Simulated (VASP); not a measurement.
Here is a VASP 6.6.1 calculation.

Contents of INCAR:

```
PREC = Accurate ; ENCUT = 520
EDIFF = 1E-7 ; ISMEAR = 1
SIGMA = 0.1 ; LREAL = F
LASPH = T ; NELM = 80
ALGO = Normal ; ISIF = 2
LWAVE = F ; LCHARG = T
GGA = CA ; LELF = T
LVHAR = T ; NBANDS = 32
```

Contents of KPOINTS:

```
regular mesh
0
Gamma
  10 10 3
```

File POSCAR:

```
Cd3Hg
1.0
    3.0662940000      0.0000000000      0.0000000000
   -1.5331470000      2.6554884995      0.0000000000
    0.0000000000      0.0000000000     11.0158880000
Cd Hg
3 1
Direct
    0.0000000000      0.0000000000      0.0000000000
    0.3333333333      0.6666666667      0.7547880000
    0.3333333333      0.6666666667      0.2452120000
    0.0000000000      0.0000000000      0.5000000000
```

Potentials or basis: VASP PAW LDA potentials, release 64 (Cd, Hg).

Launch:

```sh
$ cat potpaw_LDA.64/Cd/POTCAR potpaw_LDA.64/Hg/POTCAR > POTCAR
$ mpirun -np 1 vasp_std > vasp.out
```

Q: Predict the largest force.

A: 0.031 eV/Å.

Q: Predict the band gap on the k mesh.

A: Zero (band 24 reaches 3.49 eV, above the bottom of band 25 at 0.02 eV).

Q: Predict the pressure.

A: -4.5 GPa.

Stress tensor (GPa, compression positive):
```
-4.79  0.00  0.00
 0.00 -4.79  0.00
 0.00  0.00 -4.04
```

Caveat: spin-orbit coupling is left out, which moves the levels of the heavy elements.
